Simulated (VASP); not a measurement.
# WS2 in VASP: a series of runs, part 2 of 2

VASP 6.6.1.

**5. Single point, PBE (volume scaled by 1.06)**

The input, INCAR:

```
SYSTEM = WS2
ALGO = Normal ; EDIFF = 1E-6
ENCUT = 520 ; GGA = PE
ISIF = 2 ; ISMEAR = -1
LASPH = .TRUE. ; LCHARG = .TRUE.
LELF = .TRUE. ; LREAL = .FALSE.
LVHAR = .TRUE. ; LWAVE = .FALSE.
NBANDS = 20 ; NELM = 80
PREC = Accurate ; SIGMA = 0.05
```

The input, KPOINTS:

```
k-points
0
G
  10 10 3
  0 0 0
```

The input, POSCAR:

```
WS2
1.0
    2.6425611403      0.0000000000      0.0000000000
    0.0000000000      2.6425611403      0.0000000000
    0.0000000000      0.0000000000      9.4152781364
W S
1 2
Direct
    0.5000000000      0.5000000000      0.5000000000
    0.5000000000      0.5000000000      0.7656600000
    0.5000000000      0.5000000000      0.2343400000
```

Potentials or basis: VASP PAW PBE potentials, release 64 (W_sv, S).

Launch:

```console
$ cat potpaw_PBE.64/W_sv/POTCAR potpaw_PBE.64/S/POTCAR > POTCAR
$ mpirun -np 1 vasp_std > vasp.out
```

OUTCAR:

```text
SYSTEM = WS2
   EDIFF = 1E-6
   ENCUT = 520
   GGA = PE
   ISIF = 2
   ISMEAR = -1
   LASPH = .TRUE.
   LREAL = .FALSE.
   NELM = 80
   PREC = Accurate

 ion  position               nearest neighbor table
   1  0.500  0.500  0.500-   2 2.50   3 2.50
   2  0.500  0.500  0.766-   1 2.50
   3  0.500  0.500  0.234-   1 2.50

  LATTYP: Found a simple tetragonal cell.
 ALAT       =     2.6425611403
 C/A-ratio  =     3.5629367256

  Lattice vectors:

 A1 = (   2.6425611403,   0.0000000000,   0.0000000000)
 A2 = (   0.0000000000,   2.6425611403,   0.0000000000)
 A3 = (   0.0000000000,   0.0000000000,   9.4152781364)

Analysis of symmetry for initial positions (statically):
=====================================================================
 Subroutine PRICEL returns:
 Original cell was already a primitive cell.

 Routine SETGRP: Setting up the symmetry group for a
 simple tetragonal supercell.

 Subroutine GETGRP returns: Found 16 space group operations
 (whereof 16 operations were pure point group operations)
 out of a pool of 16 trial point group operations.

The static configuration has the point symmetry D_4h.

Analysis of symmetry for dynamics (positions and initial velocities):
=====================================================================
 Subroutine PRICEL returns:
 Original cell was already a primitive cell.

 Routine SETGRP: Setting up the symmetry group for a
 simple tetragonal supercell.

 Subroutine GETGRP returns: Found 16 space group operations
 (whereof 16 operations were pure point group operations)
 out of a pool of 16 trial point group operations.

The dynamic configuration has the point symmetry D_4h.

 Subroutine INISYM returns: Found 16 space group operations
 (whereof 16 operations are pure point group operations),
 and found     1 'primitive' translations

----------------------------------------------------------------------------------------

                                     Primitive cell

  volume of cell :      65.7481

  direct lattice vectors                    reciprocal lattice vectors
     2.642561140  0.000000000  0.000000000     0.378420762  0.000000000  0.000000000
     0.000000000  2.642561140  0.000000000     0.000000000  0.378420762  0.000000000
     0.000000000  0.000000000  9.415278136     0.000000000  0.000000000  0.106210351

  length of vectors
     2.642561140  2.642561140  9.415278136     0.378420762  0.378420762  0.106210351

  position of ions in fractional coordinates (direct lattice)
     0.500000000  0.500000000  0.500000000
     0.500000000  0.500000000  0.765660000
     0.500000000  0.500000000  0.234340000

  ion indices of the primitive-cell ions
   primitive index   ion index
                 1           1
                 2           2
                 3           3

----------------------------------------------------------------------------------------

 KPOINTS: k-points

Automatic generation of k-mesh.
 Grid dimensions read from file:
 generate k-points for:   10   10    3

 Generating k-lattice:

  Cartesian coordinates                     Fractional coordinates (reciprocal lattice)
     0.037842076  0.000000000  0.000000000     0.100000000  0.000000000  0.000000000
     0.000000000  0.037842076  0.000000000     0.000000000  0.100000000  0.000000000
     0.000000000  0.000000000  0.035403450     0.000000000  0.000000000  0.333333333

  Length of vectors
     0.037842076  0.037842076  0.035403450

  Shift w.r.t. Gamma in fractional coordinates (k-lattice)
     0.000000000  0.000000000  0.000000000

 Subroutine IBZKPT returns following result:
 ===========================================

 Found     42 irreducible k-points:

 Following reciprocal coordinates:
            Coordinates               Weight
  0.000000  0.000000  0.000000      1.000000
  0.100000  0.000000  0.000000      4.000000
  0.200000  0.000000  0.000000      4.000000
  0.300000  0.000000  0.000000      4.000000
  0.400000  0.000000  0.000000      4.000000
  0.500000  0.000000  0.000000      2.000000
[... 16 lines left out ...]
  0.100000  0.000000  0.333333      8.000000
  0.200000  0.000000  0.333333      8.000000
 [... further k-points ...]
   k-points           NKPTS =     42   k-points in BZ     NKDIM =     42   number of bands    NBANDS=     20
   number of dos      NEDOS =    301   number of ions     NIONS =      3
   total plane-waves  NPLWV =  28000
   dimension x,y,z NGX =    20 NGY =   20 NGZ =   70
   dimension x,y,z NGXF=    40 NGYF=   40 NGZF=  140
   ions per type =               1   2
   NGX,Y,Z   is equivalent  to a cutoff of  12.58, 12.58, 12.36 a.u.
   NGXF,Y,Z  is equivalent  to a cutoff of  25.16, 25.16, 24.72 a.u.
 SYSTEM =  WS2
   PREC   = accura    normal or accurate (medium, high low for compatibility)
   ISTART =      0    job   : 0-new  1-cont  2-samecut
   ICHARG =      2    charge: 1-file 2-atom 10-const
   ISPIN  =      1    spin polarized calculation?
   LNONCOLLINEAR =      F non collinear calculations
   LSORBIT =      F    spin-orbit coupling
   LASPH  =      T    aspherical Exc in radial PAW
   ENCUT  =  520.0 eV  38.22 Ry    6.18 a.u.   4.91  4.91 17.51*2*pi/ulx,y,z
   NELM   =     80;   NELMIN=  2; NELMDL= -5     # of ELM steps
   EDIFF  = 0.1E-05   stopping-criterion for ELM
   LREAL  =      F    real-space projection
   EDIFFG = 0.1E-04   stopping-criterion for IOM
   NSW    =      0    number of steps for IOM
   IBRION =     -1    ionic relax: 0-MD 1-quasi-New 2-CG
   NFREE  =      0    steps in history (QN), initial steepest desc. (CG)
   ISIF   =      2    stress and relaxation
   ISYM   =      2    0-nonsym 1-usesym 2-fastsym
   POTIM  = 0.5000    time-step for ionic-motion
   TEBEG  =    0.0;   TEEND  =   0.0 temperature during run
   PSTRESS=    0.0 pullay stress
   NELECT =      26.0000    total number of electrons
   NUPDOWN=      -1.0000    fix difference up-down
   EMIN   =  10.00;   EMAX   =-10.00  energy-range for DOS
   EFERMI =   0.00;   METHOD = LEGACY
   ISMEAR =    -1;   SIGMA  =   0.05  broadening in eV -4-tet -1-fermi 0-gaus
   EFERMI_NEDOS =   21; number of points for ismear=-14 and -15
   IALGO  =     38    algorithm
   IMIX   =      4    mixing-type and parameters
     AMIX     =   0.40;   BMIX     =  1.00
     AMIX_MAG =   1.60;   BMIX_MAG =  1.00
  volume/ion in A,a.u.               =      21.92       147.90
  Fermi-wavevector in a.u.,A,eV,Ry     =   1.201632  2.270755 19.645721  1.443920
  Thomas-Fermi vector in A             =   2.337436
   LORBIT       =      0    0 simple, 1 ext, 2 COOP (PROOUT), +10 PAW based schemes
   GGA     = PE    functional components
   LHFCALC =     F    Hartree Fock is set to
   AEXX    =    0.0000 exact exchange contribution
   IVDW    =     0    specifies the selected vdW correction
   LEPSILON=     F    determine dielectric tensor
   LRPA    =     F    only Hartree local field effects (RPA)
 non-spin polarized calculation
  energy-cutoff  :      520.00
  volume of cell :       65.75
 maximum number of plane-waves:      1788
 NGX is ok and might be reduce to    20

 number of electron      26.0000001 magnetization

 Free energy of the ion-electron system (eV)
  ---------------------------------------------------
  ext. energy  EPLUGINS =         0.00000000
  ---------------------------------------------------
  free energy    TOTEN  =       -19.52754473 eV

  energy without entropy =      -19.51061847  energy(sigma->0) =      -19.51908160

 E-fermi :   4.9046     XC(G=0):  -9.7632

 val. band max:        4.8833628735   @ k =   0.4000   0.4000   0.0000
 cond. band min:       4.9135482279   @ k =   0.5000   0.4000   0.0000
 fundamental gap:      0.0301853544
 Fermi energy:         4.9046040490

 k-point     1 :       0.0000    0.0000    0.0000
  band No.  band energies     occupation
      1     -68.9812      2.00000
      2     -33.3526      2.00000
      3     -32.5273      2.00000
      4     -32.5273      2.00000
      5     -10.2562      2.00000
      6      -9.9962      2.00000
[... 12 lines left out ...]
     19      10.9549      0.00000
     20      12.7152      0.00000

 k-point     2 :       0.1000    0.0000    0.0000
  band No.  band energies     occupation
      1     -68.9725      2.00000
      2     -33.3395      2.00000
      3     -32.6503      2.00000
      4     -32.5170      2.00000
      5     -10.0932      2.00000
      6      -9.8362      2.00000
[... 498 lines left out ...]
 k-point    24 :       0.2000    0.0000    0.3333
  band No.  band energies     occupation
      1     -68.9498      2.00000
      2     -33.3051      2.00000
      3     -32.9635      2.00000
      4     -32.4901      2.00000
      5      -9.6075      2.00000
      6      -9.3895      2.00000
[... 12 lines left out ...]
     19      10.9507      0.00000
     20      14.0687      0.00000

 [... further k-points ...]
[... 5 lines left out ...]
  --------------------------------------------------------------------------------------
  -------------------------------------------------------------------------------------
  Total       -2.0478202     -2.0478202     -2.3010102      0.0000000     -0.0000000     -0.0000000
  in kB      -49.9021383    -49.9021383    -56.0719789      0.0000000     -0.0000000     -0.0000000
  external PRESSURE =     -51.9587518 kB  Pullay stress =       0.0000000 kB

 VOLUME and BASIS-vectors are now :
 -----------------------------------------------------------------------------
  energy-cutoff  :      520.00
  volume of cell :       65.75
      direct lattice vectors                 reciprocal lattice vectors
     2.642561140  0.000000000  0.000000000     0.378420762  0.000000000  0.000000000
     0.000000000  2.642561140  0.000000000     0.000000000  0.378420762  0.000000000
     0.000000000  0.000000000  9.415278136     0.000000000  0.000000000  0.106210351

 POSITION                                       TOTAL-FORCE (eV/Angst)
 -----------------------------------------------------------------------------------
      1.32128      1.32128      4.70764         0.000000     -0.000000      0.000000
      1.32128      1.32128      7.20890        -0.000000      0.000000     -0.451695
      1.32128      1.32128      2.20638         0.000000      0.000000      0.451695
 -----------------------------------------------------------------------------------
    total drift:                                0.000000      0.000000      0.000000

  FREE ENERGIE OF THE ION-ELECTRON SYSTEM (eV)
  ---------------------------------------------------
  free  energy   TOTEN  =       -19.5275447260 eV

  energy  without entropy=      -19.5106184658  energy(sigma->0) =      -19.51908160
```

stdout:

```text
POSCAR found type information on POSCAR W S
 POSCAR found :  2 types and       3 ions
 scaLAPACK will be used
 LDA part: xc-table for (Slater+PW92), standard interpolation
 POSCAR, INCAR and KPOINTS ok, starting setup
 FFT: planning ... GRIDC
 FFT: planning ... GRID_SOFT
 FFT: planning ... GRID
 WAVECAR not read
 entering main loop
```

It took 44 s on 1 thread of Intel Xeon Platinum 8375C at 2.90GHz (Ice Lake), shared host; peak memory 0.2 GiB.

Results:

```
Free energy            : -19.5275 eV
Pressure               : -5.2 GPa
Largest force          : 0.452 eV/Å
Band gap on the k mesh : zero (band 13 reaches 7.06 eV, above the bottom of band 14 at 3.67 eV)
```

Forces in eV/Å, atoms in the order of the input:
```
W    0.000  0.000  0.000
S    0.000  0.000 -0.452
S    0.000  0.000  0.452
```

Levels at points of the mesh, in eV from the Fermi level:
```csv
k point,band 9,band 10,band 11,band 12,band 13,band 14,band 15,band 16,band 17,band 18
"(0.00, 0.00, 0.00)",-4.37,-3.51,1.43,1.43,2.15,2.15,2.28,3.69,3.69,5.13
"(0.50, 0.00, 0.00)",-4.12,-2.99,-2.18,-2.04,1.59,1.59,2.49,3.45,4.26,4.50
"(0.50, 0.50, 0.00)",-4.41,-4.36,-4.36,-2.26,-0.68,-0.68,-0.38,4.20,4.63,5.41
```

Caveat: spin-orbit coupling is left out, which moves the levels of the heavy elements; this functional lacks dispersion, which binds the layers, so the pressure and a relaxed spacing across them are unreliable.

**6. Single point, PBE (atoms moved at random)**

The input, INCAR:

```
PREC     = Accurate       # precision mode
ENCUT    = 520            # plane-wave cutoff, eV
EDIFF    = 1E-6           # SCF threshold, eV
ISMEAR   = -1             # smearing method
SIGMA    = 0.05           # smearing width, eV
LREAL    = False          # projectors in reciprocal space
LASPH    = True           # aspherical terms in the spheres
NELM     = 100            # most SCF steps
ALGO     = Normal         # electronic algorithm
ISIF     = 2              # what is computed and relaxed
LWAVE    = False          # write WAVECAR
LCHARG   = False          # write CHGCAR
GGA      = PE             # functional
NBANDS   = 20             # bands
```

The input, KPOINTS:

```
regular mesh
0
Gamma
  10 10 3
```

The input, POSCAR:

```
WS2
1.0
    2.5917300000      0.0000000000      0.0000000000
    0.0000000000      2.5917300000      0.0000000000
    0.0000000000      0.0000000000      9.2341700000
W S
1 2
Direct
    0.5080070000      0.5071140000      0.5006410000
    0.5198210000      0.5159650000      0.7691720000
    0.4961890000      0.4890950000      0.2342650000
```

Potentials or basis: VASP PAW PBE potentials, release 64 (W_sv, S).

Launch:

```console
$ cat potpaw_PBE.64/W_sv/POTCAR potpaw_PBE.64/S/POTCAR > POTCAR
$ mpirun -np 1 vasp_std > vasp.out
```

Run time: 2.4 min. Hardware: 1 thread of Intel Xeon Platinum 8375C at 2.90GHz (Ice Lake), shared host; peak memory 0.3 GiB.

The run converged. Its results:

| Property | Result |
| --- | --- |
| Free energy | -19.5774 eV |
| Pressure | 0.0 GPa |
| Largest force | 0.192 eV/Å |
| Band gap on the k mesh | zero (band 13 reaches 7.95 eV, above the bottom of band 14 at 4.15 eV) |

Forces on the atoms (eV/Å):
```
W    0.000 -0.016  0.124
S   -0.019 -0.013 -0.190
S    0.018  0.029  0.066
```

Stress tensor (GPa, compression positive):
```
 0.88  0.00 -0.24
 0.00  0.89 -0.27
-0.24 -0.27 -1.71
```

Levels at points of the mesh, in eV from the Fermi level:
| k point | band 9 | band 10 | band 11 | band 12 | band 13 | band 14 | band 15 | band 16 | band 17 | band 18 |
| --- | --- | --- | --- | --- | --- | --- | --- | --- | --- | --- |
| (0.00, 0.00, 0.00) | -4.61 | -3.75 | 1.60 | 1.61 | 2.19 | 2.39 | 2.39 | 3.98 | 3.98 | 5.58 |
| (0.50, 0.00, 0.00) | -4.26 | -3.14 | -2.28 | -2.25 | 1.62 | 1.70 | 2.78 | 3.82 | 4.40 | 4.89 |
| (0.00, 0.50, 0.00) | -4.26 | -3.14 | -2.30 | -2.22 | 1.62 | 1.70 | 2.78 | 3.82 | 4.40 | 4.89 |
| (0.50, 0.50, 0.00) | -4.77 | -4.61 | -4.61 | -2.25 | -0.79 | -0.79 | -0.28 | 3.92 | 4.36 | 5.74 |

Caveat: the cell differs from its parent crystal (atoms moved at random); spin-orbit coupling is left out, which moves the levels of the heavy elements.

**7. The runs side by side**

| cell | gap on the mesh (eV) | pressure (GPa) | largest force (eV/Å) |
| --- | --- | --- | --- |
| a = 2.592, b = 2.592, c = 9.234 Å, 3 atoms | none | 0.0 | 0.19 |
| a = 2.609, b = 2.609, c = 9.295 Å, 3 atoms | none | -1.4 | 0.13 |
| a = 2.626, b = 2.626, c = 9.356 Å, 3 atoms | none | -3.4 | 0.30 |
| a = 2.643, b = 2.643, c = 9.415 Å, 3 atoms | none | -5.2 | 0.45 |

Some of these runs hold the atoms at other places in the same cell, which the table doesn't show; runs alike in all that it shows share one row.

Alike in all rows: task single point; level PBE; potentials or basis VASP PAW PBE potentials, release 64 (W_sv, S); no spin polarisation; k mesh 10 × 10 × 3; cutoff (eV) 520; smearing fermi-dirac 0.05 eV.

Caveats: spin-orbit coupling is left out, which moves the levels of the heavy elements; this functional lacks dispersion, which binds the layers, so the pressure and a relaxed spacing across them are unreliable (some runs).

Absolute energies hang on the potentials; compare differences alone.
